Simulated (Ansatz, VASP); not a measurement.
## Two plane-wave programs on I

INCAR

```
SYSTEM = I
  PREC = Accurate
  ENCUT = 600
  EDIFF = 1E-6
  ISMEAR = -1
  SIGMA = 0.05
  LREAL = .FALSE.
  LASPH = .TRUE.
  NELM = 100
  ALGO = Normal
  ISIF = 3
  LWAVE = .FALSE.
  LCHARG = .FALSE.
  GGA = PS
  IBRION = 2
  NSW = 60
  EDIFFG = -0.01
```

The input KPOINTS:

```
Automatic mesh
0
G
  7 7 11
  0 0 0
```

The input POSCAR:

```
I
1.0
    2.5383465792     -3.7066249365      0.0000000000
    2.5383465792      3.7066249365      0.0000000000
   -1.6208748370      0.0000000000      2.3810977968
I
1
Direct
    0.5000000000      0.5000000000      0.5000000000
```

The input input.yaml:

```yaml
crystal:
  lattice:
    - [2.5383465792, -3.7066249365, 0.0]
    - [2.5383465792, 3.7066249365, 0.0]
    - [-1.620874837, 0.0, 2.3810977968]
  atoms:
    - { symbol: I, position: [0.5, 0.5, 0.5] }
hamiltonian:
  xc: pbesol
  pseudopotentials: { kind: paw }
kpoints:
  mp_grid: { grid: [7, 7, 11] }
scf:
  occupations: { method: fermi_dirac, width: 0.05 }
output:
  forces: true
  stress: true
  eigenvalues: true
relax:
  f_tol: 0.01
  max_steps: 40
  cell: { stress_tol: 0.05 }
```

Alike in both runs: task relaxation of cell and atoms; functional PBEsol; k mesh 7 × 7 × 11; occupations fermi-dirac, width 0.05 eV; no spin polarisation.

```csv
,VASP,Ansatz
version,VASP 6.6.1,Ansatz 0.2.0
potentials or method,"VASP PAW PBE potentials, release 64 (I)",Ansatz PAW
plane-wave cutoff (eV),600,420
valence electrons in the cell,7,17
```

Ansatz gave:

```
gap on the k mesh at the Fermi level, each at its own relaxed structure (eV) : none
relaxed volume (Å³/atom)                                                     : 37.78
relaxed cell length with the largest relative difference (Å)                 : 4.365
```

Task: Estimate VASP's values.

Result: gap on the k mesh at the Fermi level, each at its own relaxed structure (eV): none; relaxed volume (Å³/atom): 37.75; relaxed cell length with the largest relative difference (Å): 4.368.

VASP's potentials were made for PBE, not for PBEsol. A gap of «none» marks a metal or a gap that the smearing closes. VASP's potentials hold 7 valence electrons a cell and Ansatz's 17, so a difference there can come from the potentials and not from the codes.

Neither program's run includes spin-orbit coupling. Noted on VASP's run: the volume moved by over 15 % at a fixed basis, so the end points are rough. Noted on Ansatz's run: the volume moved by over 15 % at a fixed basis, so the end points are rough; the plane-wave basis is chosen anew once the cell has moved, so the energies of steps on either side of that aren't comparable.
